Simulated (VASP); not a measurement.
Here is a VASP 6.6.1 calculation.

Contents of INCAR:

```
PREC     = Accurate       # precision mode
ENCUT    = 600            # plane-wave cutoff, eV
EDIFF    = 1E-6           # SCF threshold, eV
ISMEAR   = -1             # smearing method
SIGMA    = 0.1            # smearing width, eV
LREAL    = F              # projectors in reciprocal space
LASPH    = T              # aspherical terms in the spheres
NELM     = 100            # most SCF steps
ALGO     = Normal         # electronic algorithm
ISIF     = 3              # what is computed and relaxed
LWAVE    = F              # write WAVECAR
LCHARG   = F              # write CHGCAR
GGA      = RE             # functional
IBRION   = 2              # ionic algorithm
NSW      = 80             # ionic steps
EDIFFG   = -0.01          # ionic threshold
```

KPOINTS

```
regular mesh
0
Gamma
  11 11 3
```

The input POSCAR:

```
Te
1.0
    3.4420649897      0.0000000000      0.0000000000
   -1.7210324948      2.9809157225      0.0000000000
    0.0000000000      0.0000000000     11.2417842562
Te
4
Direct
    0.0000000000      0.0000000000      0.0000000000
    0.0000000000      0.0000000000      0.5000000000
    0.3333333333      0.6666666667      0.2500000000
    0.6666666667      0.3333333333      0.7500000000
```

Potentials or basis: VASP PAW PBE potentials, release 64 (Te).

Command:

```sh
$ cat potpaw_PBE.64/Te/POTCAR > POTCAR
$ mpirun -np 1 vasp_std > vasp.out
```

Task: Estimate the space group after relaxing (to 0.1 Å).

Result: P6_3/mmc (No. 194).

Task: Estimate the band gap on the k mesh.

Result: Zero (bands 12 and 13 overlap by 1.70 eV).

Task: Predict the relaxed cell.

Result: a = 4.288 Å, b = 4.288 Å, c = 8.320 Å, α = 90.00°, β = 90.00°, γ = 120.00°.

Task: Predict the relaxed volume.

Result: 33.12 Å³/atom.

Final structure:
```xyz
4
Lattice="4.2878 0.0000 0.0000 -2.1439 3.7133 0.0000 0.0000 0.0000 8.3197" Properties=species:S:1:pos:R:3 pbc="T T T"
Te    0.0000    0.0000    0.0000
Te    0.0000    0.0000    4.1598
Te    0.0000    2.4755    2.0799
Te    2.1439    1.2378    6.2398
```

Caveat: a cell axis changed by over 15 % at a fixed basis, so the end point is rough; the PAW data sets were made with another functional, which shifts forces and pressure a little; spin-orbit coupling is left out, which moves the levels of the heavy elements.
